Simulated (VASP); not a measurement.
**Rh: relaxation of cell and atoms with r2SCAN**

The system is Rh.

```
CELL_PARAMETERS angstrom
-2.34940 2.34940 1.28164
2.34940 -2.34940 1.28164
2.34940 2.34940 -1.28164
ATOMIC_POSITIONS crystal
Rh 0.00000 0.00000 0.00000
Rh 0.75000 0.25000 0.50000
```

```json
{
  "Program": "VASP 6.6.1",
  "Task": "relaxation of cell and atoms",
  "Functional": "r2SCAN",
  "Potentials or basis": "VASP PAW PBE potentials, release 64 (Rh_pv)",
  "Cutoff": "550 eV",
  "k mesh": "8 × 8 × 8",
  "Occupations": "gaussian, width 0.1 eV",
  "Spin": "no spin polarisation",
  "Dipole correction": "no",
  "Further INCAR settings": "ALGO = Normal; EDIFF = 1e-07; IBRION = 2; EDIFFG = -0.04; NSW = 90; ISIF = 3"
}
```

```yaml
Relaxed_volume: 15.30 Å³/atom
Relaxed_cell: a = 3.626 Å, b = 3.626 Å, c = 3.626 Å, α = 97.98°, β = 97.98°, γ = 136.24°
Space_group_after_relaxing_to_0.05_Å: I4_1/amd (No. 141)
Energy_gained_by_relaxing: 82.0 meV/atom
Ionic_steps: 9
Pressure_after_relaxing: 0.0 GPa
Band_gap_on_the_k_mesh: zero (band 15 reaches 11.18 eV, above the bottom of band 16 at 9.07 eV)
```

Step by step:
```
step  energy change (eV)  largest force (eV/Å)  pressure (GPa)  volume (Å³)
   1              0.0000                0.0000           20.78        28.30
   2              0.3791                0.0000          -24.85        36.47
   3             -0.1528                0.0000           -2.02        30.84
   4             -0.1534                0.0000           -1.06        30.70
   5             -0.1534                0.0000           -0.71        30.65
   6             -0.1635                0.0000            0.79        30.51
   7             -0.1638                0.0000            0.53        30.53
   8             -0.1637                0.0000           -0.74        30.71
   9             -0.1640                0.0000            0.00        30.60
```

Final structure:
```
Rh
1.0
    -2.37944    2.37944    1.35124
     2.37944   -2.37944    1.35124
     2.37944    2.37944   -1.35124
Rh
2
Direct
  0.00000 0.00000 0.00000
  0.75000 0.25000 0.50000
```

Levels at points of the mesh, in eV from the Fermi level:
```tsv
k point	band 11	band 12	band 13	band 14	band 15	band 16	band 17	band 18	band 19
(0.00, 0.00, 0.00)	-3.62	-1.13	-1.13	-1.04	-1.04	0.95	2.08	7.32	7.32
(0.50, 0.00, 0.00)	-2.42	-1.97	-0.76	-0.64	0.47	0.62	2.84	6.45	8.56
(0.50, 0.50, 0.00)	-3.21	-3.21	-1.21	-1.21	-0.02	-0.02	0.59	0.59	13.97
(0.50, 0.50, 0.50)	-1.42	-1.42	-0.84	-0.84	-0.72	-0.72	0.56	0.56	7.49
```

Run time: 25 min on 1 thread of Intel(R) Xeon(R) Platinum 8259CL CPU @ 2.50GHz (Skylake/Cascade Lake), on a shared host, peak memory 0.19 GiB.

Caveat: the PAW data sets were made with another functional, which shifts forces and pressure a little.
